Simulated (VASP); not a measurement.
# EuO (u3) (Fm-3m) in VASP: a series of runs

Runs on EuO (u3). Level: PBE+U. Tasks: single point, relaxation of cell and atoms.

Program: VASP 6.6.1. These are calculated values, not measurements. Logs are shortened: lines on timing, memory, paths and dates and some standing lists are left out, and cuts for length are marked.

## 1. The cell of the first run

The structure is cubic, space group Fm-3m (No. 225). The conventional cell has a = 5.194 Å, b = 5.194 Å, c = 5.194 Å, α = 90.00°, β = 90.00°, γ = 90.00°. Within 3.4 Å of Eu (site symmetry m-3m) lie 6 O at 2.60 Å. Within 3.4 Å of O (site symmetry m-3m) lie 6 Eu at 2.60 Å.

## 2. Single point, PBE+U, collinear spin, ferromagnetic start

INCAR reads:

```
SYSTEM = EuO
  PREC = Accurate
  ENCUT = 600
  EDIFF = 1E-6
  ISMEAR = 0
  SIGMA = 0.02
  LREAL = .FALSE.
  LASPH = .TRUE.
  NELM = 200
  ALGO = Normal
  ISIF = 2
  LWAVE = .FALSE.
  LCHARG = .FALSE.
  ISPIN = 2
  MAGMOM = 7.45 0
  LORBIT = 11
  LMAXMIX = 6
  LDAU = .TRUE.
  LDAUTYPE = 2
  LDAUL = 3 -1
  LDAUU = 8 0
  LDAUJ = 0 0
  LDAUPRINT = 1
  GGA = PE
  NBANDS = 22
  GGA_COMPAT = .FALSE.
```

KPOINTS reads:

```
regular mesh
0
G
  10 10 10
  0 0 0
```

POSCAR reads:

```
EuO
1.0
    0.0000000000      2.5968562702      2.5968562702
    2.5968562702      0.0000000000      2.5968562702
    2.5968562702      2.5968562702      0.0000000000
Eu O
1 1
Direct
    0.0000000000      0.0000000000      0.0000000000
    0.5000000000      0.5000000000      0.5000000000
```

Potentials or basis: VASP PAW PBE potentials, release 64 (Eu, O).

Command:

```console
$ cat potpaw_PBE.64/Eu/POTCAR potpaw_PBE.64/O/POTCAR > POTCAR
$ mpirun -np 1 vasp_std > vasp.out
```

OUTCAR:

```text
SYSTEM = EuO
   PREC = Accurate
   ENCUT = 600
   EDIFF = 1E-6
   ISMEAR = 0
   LREAL = .FALSE.
   LASPH = .TRUE.
   NELM = 200
   ISIF = 2
   ISPIN = 2
   LORBIT = 11
   GGA = PE

 ion  position               nearest neighbor table
   1  0.000  0.000  0.000-   2 2.60   2 2.60   2 2.60   2 2.60   2 2.60   2 2.60
   2  0.500  0.500  0.500-   1 2.60   1 2.60   1 2.60   1 2.60   1 2.60   1 2.60

  LATTYP: Found a face centered cubic cell.
 ALAT       =     5.1937125404

  Lattice vectors:

 A1 = (   0.0000000000,   2.5968562702,   2.5968562702)
 A2 = (   2.5968562702,   0.0000000000,   2.5968562702)
 A3 = (   2.5968562702,   2.5968562702,   0.0000000000)

Analysis of symmetry for initial positions (statically):
=====================================================================
 Subroutine PRICEL returns:
 Original cell was already a primitive cell.

 Routine SETGRP: Setting up the symmetry group for a
 face centered cubic supercell.

 Subroutine GETGRP returns: Found 48 space group operations
 (whereof 48 operations were pure point group operations)
 out of a pool of 48 trial point group operations.

The static configuration has the point symmetry O_h .

Analysis of symmetry for dynamics (positions and initial velocities):
=====================================================================
 Subroutine PRICEL returns:
 Original cell was already a primitive cell.

 Routine SETGRP: Setting up the symmetry group for a
 face centered cubic supercell.

 Subroutine GETGRP returns: Found 48 space group operations
 (whereof 48 operations were pure point group operations)
 out of a pool of 48 trial point group operations.

The dynamic configuration has the point symmetry O_h .

Analysis of structural, dynamic, and magnetic symmetry:
=====================================================================
 Subroutine PRICEL returns:
 Original cell was already a primitive cell.

 Routine SETGRP: Setting up the symmetry group for a
 face centered cubic supercell.

 Subroutine GETGRP returns: Found 48 space group operations
 (whereof 48 operations were pure point group operations)
 out of a pool of 48 trial point group operations.

The overall configuration has the point symmetry O_h .

 Subroutine INISYM returns: Found 48 space group operations
 (whereof 48 operations are pure point group operations),
 and found     1 'primitive' translations

----------------------------------------------------------------------------------------

                                     Primitive cell

  volume of cell :      35.0246

  direct lattice vectors                    reciprocal lattice vectors
     0.000000000  2.596856270  2.596856270    -0.192540498  0.192540498  0.192540498
     2.596856270  0.000000000  2.596856270     0.192540498 -0.192540498  0.192540498
     2.596856270  2.596856270  0.000000000     0.192540498  0.192540498 -0.192540498

  length of vectors
[... 116 lines left out ...]
   LRPA    =     F    only Hartree local field effects (RPA)
 spin polarized calculation
 Gauss-broadening in eV      SIGMA  =   0.02
  energy-cutoff  :      600.00
  volume of cell :       35.02
 maximum number of plane-waves:      1211
 NGX is ok and might be reduce to    30
   NGX = 15   NGY = 15   NGZ = 15

atom =   1  type =  1  l = 3

 onsite density matrix

spin component  1

  0.9796  0.0000  0.0005  0.0000 -0.0000  0.0000 -0.0000
  0.0000  0.9717 -0.0000  0.0000  0.0000 -0.0000 -0.0000
  0.0005 -0.0000  0.9793 -0.0000 -0.0000  0.0000  0.0000
  0.0000  0.0000 -0.0000  0.9800  0.0000  0.0000  0.0000
 -0.0000  0.0000 -0.0000  0.0000  0.9793 -0.0000 -0.0005
  0.0000 -0.0000  0.0000  0.0000 -0.0000  0.9789  0.0000
 -0.0000 -0.0000  0.0000  0.0000 -0.0005  0.0000  0.9796

spin component  2

  0.0028 -0.0000  0.0013 -0.0000  0.0000 -0.0000  0.0000
 -0.0000  0.0000 -0.0000 -0.0000 -0.0000  0.0000 -0.0000
  0.0013 -0.0000  0.0021  0.0000  0.0000 -0.0000 -0.0000
 -0.0000 -0.0000  0.0000  0.0038  0.0000  0.0000  0.0000
  0.0000 -0.0000  0.0000  0.0000  0.0021  0.0000 -0.0013
 -0.0000  0.0000 -0.0000  0.0000  0.0000  0.0011 -0.0000
  0.0000 -0.0000 -0.0000  0.0000 -0.0013 -0.0000  0.0028

 occupancies and eigenvectors

  o =  0.0000  v =  0.0000  0.0000  0.0000  0.0000  0.0000  0.0000  0.0000 -0.0000 -1.0000  0.0000 -0.0000 -0.0000  0.0000 -0.0000      0.0000  0.0000  0.0000  0.0000  0.0000  0.0000  0.0000  0.0000  0.0000  0.0000  0.0000  0.0000  0.0000  0.0000
  o =  0.0011  v =  0.0000  0.0000  0.0000  0.0000  0.0000  0.0000  0.0000  0.0012 -0.0000 -0.0016 -0.0000  0.0032 -1.0000  0.0025      0.0000  0.0000  0.0000  0.0000  0.0000  0.0000  0.0000  0.0000  0.0000  0.0000  0.0000  0.0000  0.0000  0.0000
  o =  0.0011  v =  0.0000  0.0000  0.0000  0.0000  0.0000  0.0000  0.0000  0.0063  0.0000 -0.0082  0.0000 -0.7905 -0.0041 -0.6123      0.0000  0.0000  0.0000  0.0000  0.0000  0.0000  0.0000  0.0000  0.0000  0.0000  0.0000  0.0000  0.0000  0.0000
[... 2 lines left out ...]
  o =  0.0038  v =  0.0000  0.0000  0.0000  0.0000  0.0000  0.0000  0.0000 -0.7906  0.0000 -0.6124 -0.0017 -0.0034  0.0000  0.0044      0.0000  0.0000  0.0000  0.0000  0.0000  0.0000  0.0000  0.0000  0.0000  0.0000  0.0000  0.0000  0.0000  0.0000
  o =  0.0038  v =  0.0000  0.0000  0.0000  0.0000  0.0000  0.0000  0.0000 -0.0014 -0.0000 -0.0011  1.0000 -0.0004 -0.0000  0.0005      0.0000  0.0000  0.0000  0.0000  0.0000  0.0000  0.0000  0.0000  0.0000  0.0000  0.0000  0.0000  0.0000  0.0000
  o =  0.9717  v =  0.0000  1.0000 -0.0000 -0.0000 -0.0000  0.0000  0.0000  0.0000  0.0000  0.0000  0.0000  0.0000  0.0000  0.0000      0.0000  0.0000  0.0000  0.0000  0.0000  0.0000  0.0000  0.0000  0.0000  0.0000  0.0000  0.0000  0.0000  0.0000
  o =  0.9789  v = -0.6124  0.0000  0.7906  0.0000 -0.0000  0.0000 -0.0000  0.0000  0.0000  0.0000  0.0000  0.0000  0.0000  0.0000      0.0000  0.0000  0.0000  0.0000  0.0000  0.0000  0.0000  0.0000  0.0000  0.0000  0.0000  0.0000  0.0000  0.0000
  o =  0.9789  v =  0.0000 -0.0000  0.0000 -0.0000  0.6051  0.6435  0.4687  0.0000  0.0000  0.0000  0.0000  0.0000  0.0000  0.0000      0.0000  0.0000  0.0000  0.0000  0.0000  0.0000  0.0000  0.0000  0.0000  0.0000  0.0000  0.0000  0.0000  0.0000
  o =  0.9789  v =  0.0000  0.0000  0.0000  0.0000  0.5088 -0.7654  0.3941  0.0000  0.0000  0.0000  0.0000  0.0000  0.0000  0.0000      0.0000  0.0000  0.0000  0.0000  0.0000  0.0000  0.0000  0.0000  0.0000  0.0000  0.0000  0.0000  0.0000  0.0000
  o =  0.9800  v =  0.0000 -0.0000  0.0000 -0.9959 -0.0552 -0.0000  0.0712  0.0000  0.0000  0.0000  0.0000  0.0000  0.0000  0.0000      0.0000  0.0000  0.0000  0.0000  0.0000  0.0000  0.0000  0.0000  0.0000  0.0000  0.0000  0.0000  0.0000  0.0000
  o =  0.9800  v = -0.7906 -0.0000 -0.6124 -0.0000  0.0000 -0.0000  0.0000  0.0000  0.0000  0.0000  0.0000  0.0000  0.0000  0.0000      0.0000  0.0000  0.0000  0.0000  0.0000  0.0000  0.0000  0.0000  0.0000  0.0000  0.0000  0.0000  0.0000  0.0000
  o =  0.9800  v =  0.0000  0.0000  0.0000 -0.0901  0.6099  0.0000 -0.7874  0.0000  0.0000  0.0000  0.0000  0.0000  0.0000  0.0000      0.0000  0.0000  0.0000  0.0000  0.0000  0.0000  0.0000  0.0000  0.0000  0.0000  0.0000  0.0000  0.0000  0.0000

 number of electron      22.9999997 magnetization       7.0000023

 Free energy of the ion-electron system (eV)
  ---------------------------------------------------
  ext. energy  EPLUGINS =         0.00000000
  ---------------------------------------------------
  free energy    TOTEN  =       -20.95642571 eV

  energy without entropy =      -20.95642571  energy(sigma->0) =      -20.95642571

 E-fermi :   3.0730     XC(G=0): -10.5779

 val. band max:        2.8919600627   @ k =   0.0000   0.0000   0.0000
 cond. band min:       3.6119387086   @ k =   0.5000   0.5000   0.0000
 fundamental gap:      0.7199786459
 Fermi energy:         3.0730120418

 spin component 1

 k-point     1 :       0.0000    0.0000    0.0000
  band No.  band energies     occupation
      1     -36.0680      1.00000
      2     -14.7029      1.00000
      3     -14.7029      1.00000
      4     -14.7029      1.00000
      5     -14.0320      1.00000
      6       0.4019      1.00000
[... 1193 lines left out ...]
     21      14.9576      0.00000
     22      17.4443      0.00000

 [... further k-points ...]

------------------------ aborting loop because EDIFF is reached ----------------------------------------

  FORCE on cell =-STRESS in cart. coord.  units (eV):
  Direction    XX          YY          ZZ          XY          YZ          ZX
  --------------------------------------------------------------------------------------
  -------------------------------------------------------------------------------------
  Total       -0.0437728     -0.0437728     -0.0437728      0.0000000      0.0000000      0.0000000
  in kB       -2.0023562     -2.0023562     -2.0023562      0.0000000      0.0000000      0.0000000
  external PRESSURE =      -2.0023562 kB  Pullay stress =       0.0000000 kB

 VOLUME and BASIS-vectors are now :
 -----------------------------------------------------------------------------
  energy-cutoff  :      600.00
  volume of cell :       35.02
      direct lattice vectors                 reciprocal lattice vectors
     0.000000000  2.596856270  2.596856270    -0.192540498  0.192540498  0.192540498
     2.596856270  0.000000000  2.596856270     0.192540498 -0.192540498  0.192540498
     2.596856270  2.596856270  0.000000000     0.192540498  0.192540498 -0.192540498

 POSITION                                       TOTAL-FORCE (eV/Angst)
 -----------------------------------------------------------------------------------
      0.00000      0.00000      0.00000        -0.000000      0.000000     -0.000000
      2.59686      2.59686      2.59686         0.000000     -0.000000      0.000000
 -----------------------------------------------------------------------------------
    total drift:                                0.000000      0.000000      0.000000

  FREE ENERGIE OF THE ION-ELECTRON SYSTEM (eV)
  ---------------------------------------------------
  free  energy   TOTEN  =       -20.9564257142 eV

  energy  without entropy=      -20.9564257142  energy(sigma->0) =      -20.95642571

 total charge

# of ion       s       p       d       f       tot
--------------------------------------------------
    1        2.032   5.806   0.275   6.855  14.968
    2        1.551   3.401   0.000   0.000   4.951
--------------------------------------------------
tot          3.583   9.207   0.275   6.855  19.919

 magnetization (x)

# of ion       s       p       d       f       tot
--------------------------------------------------
    1       -0.015  -0.115   0.054   6.827   6.751
    2       -0.004  -0.084   0.000   0.000  -0.088
--------------------------------------------------
tot         -0.019  -0.199   0.054   6.827   6.663
```

Wall time 73 s (1 thread of Intel Xeon 6975P-C (Granite Rapids), shared host); peak memory 0.25 GiB.

Results:

| Quantity | Value |
| --- | --- |
| Free energy | -20.9564 eV |
| Pressure | -0.2 GPa |
| Band gap on the k mesh | 0.72 eV, indirect (least direct gap 0.92 eV) |
| Net moment | 7.00 μB per cell |
| Site moments | Eu +6.75; O -0.09 μB |
| Valence electrons inside the program's atomic spheres | Eu 14.97; O 4.95 |

Levels at points of the mesh, in eV from the valence-band top:
Spin up:
| k point | band 12 | band 13 | band 14 | band 15 | band 16 | band 17 | band 18 | band 19 |
| --- | --- | --- | --- | --- | --- | --- | --- | --- |
| (0.00, 0.00, 0.00) | -0.61 | 0.00 | 0.00 | 0.00 | 1.43 | 3.58 | 3.58 | 3.58 |
| (0.50, 0.00, 0.00) | -0.66 | -0.66 | -0.63 | -0.61 | 4.11 | 6.23 | 6.23 | 6.46 |
| (0.50, 0.50, 0.00) | -0.72 | -0.63 | -0.20 | -0.20 | 0.72 | 5.17 | 7.59 | 8.28 |
Spin down:
```csv
k point,band 4,band 5,band 6,band 7,band 8,band 9,band 10,band 11,band 12,band 13
"(0.00, 0.00, 0.00)",-15.27,-15.27,-1.93,-1.93,-1.93,2.13,4.50,4.50,4.50,6.82
"(0.50, 0.00, 0.00)",-15.37,-14.36,-3.99,-3.04,-3.04,4.68,6.95,7.23,7.23,10.64
"(0.50, 0.50, 0.00)",-15.70,-15.70,-2.07,-1.92,-1.92,1.50,6.01,8.50,8.81,9.86
```

Eigenvalues of the final occupation matrices:
```csv
site,spin,trace,eigenvalues
site 1 f,1,6.85,0.97 0.98 0.98 0.98 0.98 0.98 0.98
site 1 f,2,0.01,0.00 0.00 0.00 0.00 0.00 0.00 0.00
```

Caveat: spin-orbit coupling is left out, which moves the levels of the heavy elements; a cell with one magnetic atom can't hold antiferromagnetic order, which such compounds often take.

## 3. Relaxation of cell and atoms, PBE+U, collinear spin, ferromagnetic start

This run uses another cell than the first one, of 17.01 Å³/atom, 0.972 times its volume.

INCAR reads:

```
SYSTEM = EuO
ALGO = Normal
EDIFF = 1E-7
EDIFFG = -0.002
ENCUT = 600
GGA = PE
GGA_COMPAT = .False.
IBRION = 2
ISIF = 3
ISMEAR = 0
ISPIN = 2
LASPH = .True.
LCHARG = .False.
LDAU = .True.
LDAUJ = 0 0
LDAUL = 3 -1
LDAUPRINT = 1
LDAUTYPE = 2
LDAUU = 8 0
LMAXMIX = 6
LORBIT = 11
LREAL = .False.
LWAVE = .False.
MAGMOM = 7.45 0
NELM = 200
NELMIN = 4
NSW = 100
PREC = Accurate
SIGMA = 0.02
```

KPOINTS reads:

```
k-points
0
Gamma
  10 10 10
  0 0 0
```

POSCAR reads:

```
EuO
1.0
    0.0000000000      2.5719500000      2.5719500000
    2.5719500000      0.0000000000      2.5719500000
    2.5719500000      2.5719500000      0.0000000000
Eu O
1 1
Direct
    0.0000000000      0.0000000000      0.0000000000
    0.5000000000      0.5000000000      0.5000000000
```

Potentials or basis: VASP PAW PBE potentials, release 64 (Eu, O).

Command:

```console
$ cat potpaw_PBE.64/Eu/POTCAR potpaw_PBE.64/O/POTCAR > POTCAR
$ mpirun -np 1 vasp_std > vasp.out
```

It took 3 min on 1 thread of Intel Xeon 6975P-C (Granite Rapids), shared host; peak memory 0.24 GiB.

Results (log left out):

```
Free energy                                           : -20.9552 eV
Relaxed volume                                        : 17.47 Å³/atom
Relaxed cell                                          : a = 3.670 Å, b = 3.670 Å, c = 3.670 Å, α = 60.00°, β = 60.00°, γ = 60.00°
Space group after relaxing (to 0.05 Å)                : Fm-3m (No. 225)
Energy gained by relaxing                             : 3.4 meV/atom
Ionic steps                                           : 3
Pressure after relaxing                               : 0.0 GPa
Band gap on the k mesh                                : 0.71 eV, indirect (least direct gap 0.91 eV)
Net moment                                            : 7.00 μB per cell
Site moments                                          : Eu +6.75; O -0.09 μB
Valence electrons inside the program's atomic spheres : Eu 14.97; O 4.95
```

The path:
```csv
step,energy change (eV),largest force (eV/Å),pressure (GPa),volume (Å³)
1,0.0000,0.0000,2.41,34.03
2,-0.0059,0.0000,-0.84,35.30
3,-0.0068,0.0000,-0.01,34.95
```

Final structure:
```xyz
2
Lattice="0.0000 2.5950 2.5950 2.5950 0.0000 2.5950 2.5950 2.5950 0.0000" Properties=species:S:1:pos:R:3 pbc="T T T"
Eu    0.0000    0.0000    0.0000
O     2.5950    2.5950    2.5950
```

Levels at points of the mesh, in eV from the valence-band top:
Spin up:
```tsv
k point	band 11	band 12	band 13	band 14	band 15	band 16	band 17	band 18	band 19
(0.00, 0.00, 0.00)	-0.61	-0.61	0.00	0.00	0.00	1.44	3.58	3.58	3.58
(0.50, 0.00, 0.00)	-0.83	-0.67	-0.67	-0.63	-0.61	4.11	6.23	6.23	6.47
(0.50, 0.50, 0.00)	-0.73	-0.73	-0.63	-0.20	-0.20	0.71	5.18	7.60	8.29
```
Spin down:
| k point | band 4 | band 5 | band 6 | band 7 | band 8 | band 9 | band 10 | band 11 | band 12 | band 13 |
| --- | --- | --- | --- | --- | --- | --- | --- | --- | --- | --- |
| (0.00, 0.00, 0.00) | -15.27 | -15.27 | -1.93 | -1.93 | -1.93 | 2.14 | 4.50 | 4.50 | 4.50 | 6.82 |
| (0.50, 0.00, 0.00) | -15.37 | -14.36 | -4.01 | -3.05 | -3.05 | 4.68 | 6.96 | 7.23 | 7.23 | 10.65 |
| (0.50, 0.50, 0.00) | -15.70 | -15.70 | -2.07 | -1.92 | -1.92 | 1.49 | 6.02 | 8.51 | 8.82 | 9.87 |

Eigenvalues of the final occupation matrices:
| site | spin | trace | eigenvalues |
| --- | --- | --- | --- |
| site 1 f | 1 | 6.85 | 0.97 0.98 0.98 0.98 0.98 0.98 0.98 |
| site 1 f | 2 | 0.01 | 0.00 0.00 0.00 0.00 0.00 0.00 0.00 |

Caveat: spin-orbit coupling is left out, which moves the levels of the heavy elements; a cell with one magnetic atom can't hold antiferromagnetic order, which such compounds often take. Zero-point motion and thermal expansion aren't in these numbers.

## 4. Single point, PBE+U, collinear spin, ferromagnetic start

INCAR reads:

```
PREC = Accurate
ENCUT = 600
EDIFF = 1E-6
ISMEAR = -1
SIGMA = 0.05
LREAL = False
LASPH = True
NELM = 200
ALGO = Normal
ISIF = 2
LWAVE = False
LCHARG = True
ISPIN = 2
MAGMOM = 7.46 0
LORBIT = 11
LMAXMIX = 6
LDAU = True
LDAUTYPE = 2
LDAUL = 3 -1
LDAUU = 8 0
LDAUJ = 0 0
LDAUPRINT = 1
GGA = PE
LELF = True
LVHAR = True
NBANDS = 22
GGA_COMPAT = False
```

KPOINTS reads:

```
Automatic mesh
0
Gamma
  10 10 10
```

POSCAR reads:

```
EuO
1.0
    0.0000000000      2.5968562702      2.5968562702
    2.5968562702      0.0000000000      2.5968562702
    2.5968562702      2.5968562702      0.0000000000
Eu O
1 1
Direct
    0.0000000000      0.0000000000      0.0000000000
    0.5000000000      0.5000000000      0.5000000000
```

Command:

```console
$ cat potpaw_PBE.64/Eu/POTCAR potpaw_PBE.64/O/POTCAR > POTCAR
$ mpirun -np 1 vasp_std > vasp.out
```

Run time: 84 s. Hardware: 1 thread of Intel Xeon 6975P-C (Granite Rapids), shared host; peak memory 0.25 GiB.

It converged, with:

| Quantity | Value |
| --- | --- |
| Free energy | -20.9564 eV |
| Pressure | -0.2 GPa |
| Band gap on the k mesh | 0.72 eV, indirect (least direct gap 0.92 eV) |
| Net moment | 7.00 μB per cell |
| Site moments | Eu +6.75; O -0.09 μB |
| Valence electrons inside the program's atomic spheres | Eu 14.97; O 4.95 |

Levels at points of the mesh, in eV from the valence-band top:
Spin up:
```csv
k point,band 11,band 12,band 13,band 14,band 15,band 16,band 17,band 18,band 19,band 20
"(0.00, 0.00, 0.00)",-0.61,-0.61,0.00,0.00,0.00,1.43,3.58,3.58,3.58,5.76
"(0.50, 0.00, 0.00)",-0.82,-0.66,-0.66,-0.63,-0.61,4.11,6.23,6.23,6.46,9.41
"(0.50, 0.50, 0.00)",-0.72,-0.72,-0.63,-0.20,-0.20,0.72,5.17,7.59,8.28,8.47
```
Spin down:
| k point | band 4 | band 5 | band 6 | band 7 | band 8 | band 9 | band 10 | band 11 | band 12 | band 13 |
| --- | --- | --- | --- | --- | --- | --- | --- | --- | --- | --- |
| (0.00, 0.00, 0.00) | -15.27 | -15.27 | -1.93 | -1.93 | -1.93 | 2.13 | 4.50 | 4.50 | 4.50 | 6.82 |
| (0.50, 0.00, 0.00) | -15.37 | -14.36 | -3.99 | -3.04 | -3.04 | 4.68 | 6.95 | 7.23 | 7.23 | 10.64 |
| (0.50, 0.50, 0.00) | -15.70 | -15.70 | -2.07 | -1.92 | -1.92 | 1.50 | 6.01 | 8.50 | 8.81 | 9.86 |

Eigenvalues of the final occupation matrices:
```tsv
site	spin	trace	eigenvalues
site 1 f	1	6.85	0.97 0.98 0.98 0.98 0.98 0.98 0.98
site 1 f	2	0.01	0.00 0.00 0.00 0.00 0.00 0.00 0.00
```

Caveat: spin-orbit coupling is left out, which moves the levels of the heavy elements; a cell with one magnetic atom can't hold antiferromagnetic order, which such compounds often take.

## 5. Overview

```csv
task,cell,smearing,gap on the mesh (eV),pressure (GPa),moment (μB)
single point,"a = 3.673 Å, angles 60.0°, 2 atoms",gaussian 0.02 eV,0.72,-0.2,7.00
relaxation of cell and atoms,"relaxed from a = 3.637 Å, angles 60.0°, 2 atoms",gaussian 0.02 eV,0.71,0.0,7.00
single point,"a = 3.673 Å, angles 60.0°, 2 atoms",fermi-dirac 0.05 eV,0.72,-0.2,7.00
```

Alike in all rows: level PBE+U; potentials or basis VASP PAW PBE potentials, release 64 (Eu, O); spin collinear, ferromagnetic start; Eu f U = 8.0 eV; k mesh 10 × 10 × 10; cutoff (eV) 600.

Caveats: spin-orbit coupling is left out, which moves the levels of the heavy elements; a cell with one magnetic atom can't hold antiferromagnetic order, which such compounds often take.

Total energies depend on the potentials used, so only differences within one code and one set of settings carry meaning.
